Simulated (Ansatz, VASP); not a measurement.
BaCdRe in VASP and in Ansatz

```
Cd Ba Re
1.0
     4.63149    0.00000    0.00000
     0.00000    4.63149    0.00000
     0.00000    0.00000    8.15142
Cd Ba Re
2 2 2
Direct
  0.00000 0.00000 0.00000
  0.50000 0.50000 0.00000
  0.50000 0.00000 0.66800
  0.00000 0.50000 0.33200
  0.50000 0.00000 0.19050
  0.00000 0.50000 0.80950
```

Alike in both runs: task single point; functional r2SCAN; k mesh 4 × 4 × 3; no spin polarisation.

|  | VASP | Ansatz |
| --- | --- | --- |
| version | VASP 6.6.1 | Ansatz 0.2.0 |
| potentials or method | VASP PAW PBE potentials, release 64 (Cd, Ba_sv, Re), cutoff 520 eV | PAW plane waves |
| occupations | fermi-dirac, width 0.1 eV | fermi-dirac |
| valence electrons in the cell | 58 | 90 |

Ansatz gave:

- gap on the k mesh at the Fermi level (eV): none
- pressure (GPa): -1.0
- traceless stress, the component that is largest in VASP (GPa): 0.82
- rms of the force components (eV/Å): 0.139

Which values does VASP return?

gap on the k mesh at the Fermi level (eV): none; pressure (GPa): -0.4; traceless stress, the component that is largest in VASP (GPa): 0.72; rms of the force components (eV/Å): 0.149.

VASP's potentials were made for PBE, not for r2SCAN. Atom by atom the forces differ by 0.020 eV/Å (rms over components). A gap of «none» marks a metal or a gap that the smearing closes. VASP's potentials hold 58 valence electrons a cell and Ansatz's 90, so a difference there can come from the potentials and not from the codes.

Spin-orbit coupling is off throughout.
